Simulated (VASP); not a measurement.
A run of VASP 6.6.1:

The input INCAR:

```
SYSTEM = BAs
ALGO     = Normal         ! electronic algorithm
EDIFF    = 1E-7           ! SCF threshold, eV
ENCUT    = 520            ! plane-wave cutoff, eV
GGA      = RP             ! functional
ISIF     = 2              ! what is computed and relaxed
ISMEAR   = -1             ! smearing method
LASPH    = .True.         ! aspherical terms in the spheres
LCHARG   = .False.        ! write CHGCAR
LREAL    = .False.        ! projectors in reciprocal space
LWAVE    = .False.        ! write WAVECAR
NBANDS   = 11             ! bands
NELM     = 100            ! most SCF steps
PREC     = Accurate       ! precision mode
SIGMA    = 0.05           ! smearing width, eV
```

KPOINTS

```
k-points
0
Gamma
  10 10 10
  0 0 0
```

File POSCAR:

```
BAs
1.0
    0.0000000000      2.4203602418      2.4203602418
    2.4203602418      0.0000000000      2.4203602418
    2.4203602418      2.4203602418      0.0000000000
As B
1 1
Direct
    0.7500000000      0.7500000000      0.7500000000
    0.0000000000      0.0000000000      0.0000000000
```

Potentials or basis: VASP PAW PBE potentials, release 64 (As, B).

The run is started by

```bash
$ cat potpaw_PBE.64/As/POTCAR potpaw_PBE.64/B/POTCAR > POTCAR
$ mpirun -np 1 vasp_std > vasp.out
```

Hardware: 1 thread of Intel Xeon 6975P-C (shared host).

Problem. How long does it take, and how much memory?

Solution. It took 11 s on 1 thread of Intel Xeon 6975P-C, with other jobs on the host, peak memory 0.16 GiB. Counts: scf iterations 13, k points 47.
